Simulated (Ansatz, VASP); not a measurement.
Two plane-wave programs on Sn

INCAR

```
SYSTEM = Sn
PREC = Accurate
ENCUT = 500
EDIFF = 1E-6
ISMEAR = 0
SIGMA = 0.05
LREAL = .False.
LASPH = .True.
NELM = 200
ALGO = Normal
ISIF = 2
LWAVE = .False.
LCHARG = .False.
LNONCOLLINEAR = .True.
MAGMOM = 0 0 0 0 0 0
LORBIT = 11
LSORBIT = .True.
GGA_COMPAT = .False.
LORBMOM = .True.
GGA = PE
NBANDS = 40
KPAR = 4
```

KPOINTS

```
regular mesh
0
Gamma
  14 14 14
  0 0 0
```

Contents of POSCAR:

```
Sn
1.0
   -2.9519157567      2.9519157567      1.6293854045
    2.9519157567     -2.9519157567      1.6293854045
    2.9519157567      2.9519157567     -1.6293854045
Sn
2
Direct
    0.7500000000      0.2500000000      0.5000000000
    0.0000000000      0.0000000000      0.0000000000
```

Input for Ansatz:

```yaml
crystal:
  lattice:
    - [-2.9519157553, 2.9519157553, 1.6293854039]
    - [2.9519157553, -2.9519157553, 1.6293854039]
    - [2.9519157553, 2.9519157553, -1.6293854039]
  atoms:
    - { symbol: Sn, position: [0.75, 0.25, 0.5] }
    - { symbol: Sn, position: [0.0, 0.0, 0.0] }
basis:
  ecutwfc: 600
  ecutrho_ratio: 5
kpoints:
  mp_grid: { grid: [14, 14, 14] }
  band_path:
    path:
      - [[0.0, 0.0, 0.0], [0.0, 0.0, 0.5], [-0.5, 0.5, 0.5], [0.0, 0.0, 0.0], [0.32616926, 0.32616926, -0.32616926]]
      - [[-0.32616926, 0.67383074, 0.32616926], [-0.5, 0.5, 0.5]]
      - [[0.0, 0.0, 0.5], [0.25, 0.25, 0.25], [0.0, 0.5, 0.0], [0.0, 0.0, 0.0]]
    npoints: 10
hamiltonian:
  xc: pbe
scf:
  occupations: { method: gaussian, width: 0.05 }
  n_extra_bands: 26
output:
  forces: true
  stress: true
  eigenvalues: true
  populations: true
  dos: { projected: true, de: 0.02, nscf_kmesh: { grid: [21, 21, 21] } }
  bader: true
magnetization:
  noncollinear: true
  spin_orbit: true
checkpoint:
  read: start.run
  write: ck
  compress: false
  write_wavefunctions: false
  write_every: 100000
```

Alike in both runs: task single point; functional PBE; k mesh 14 × 14 × 14; occupations gaussian, width 0.05 eV; non-collinear spin, spin-orbit coupling.

|  | VASP | Ansatz |
| --- | --- | --- |
| version | VASP 6.6.1 | Ansatz 0.2.0 |
| potentials or method | VASP PAW PBE potentials, release 64 (Sn_d), cutoff 500 eV | plane waves, PAW |
| valence electrons in the cell | 28 | 28 |

```tsv
	VASP	Ansatz	Ansatz less VASP
pressure (GPa)	0.0	0.0	+0.02
traceless stress, the component that is largest in VASP (GPa)	-0.06	-0.06	+0.002
```
